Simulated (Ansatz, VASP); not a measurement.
Be in VASP and in Ansatz

```xyz
4
Lattice="-2.1940 2.1951 1.7905 2.1940 -2.1951 1.7905 2.1940 2.1951 -1.7905" Properties=species:S:1:pos:R:3 pbc="T T T"
Be    0.7006    0.7000    1.7905
Be    1.4934    1.4951    0.0000
Be    3.6875    0.7000    0.0000
Be   -1.4934    1.4951    1.7905
```

Change from the starting cell: the structure that the rattled C type (P6_3/mmc, No. 194) fell into.

Alike in both runs: functional PBE; k mesh 16 × 16 × 16; occupations gaussian, width 0.1 eV; no spin polarisation.

Ansatz relaxed the structure, and its values are those at the end. VASP's run is a single point on that final structure, the one shown.

```csv
,VASP,Ansatz
version,VASP 6.6.1,Ansatz 0.2.0
potentials or method,"VASP PAW PBE potentials, release 64 (Be), cutoff 520 eV","scalar-relativistic, plane waves, PAW"
valence electrons in the cell,8,8
```

Ansatz gave:

```
gap on the k mesh at the Fermi level (eV) : none
pressure (GPa)                            : 0.0
rms of the force components (eV/Å)        : 0.001
```

What did VASP give for the same quantities?

gap on the k mesh at the Fermi level (eV): none; pressure (GPa): 0.1; rms of the force components (eV/Å): 0.004.

A gap of «none» marks a metal or a gap that the smearing closes. With one functional, cell and mesh, what is left measures potentials, basis and numerics.
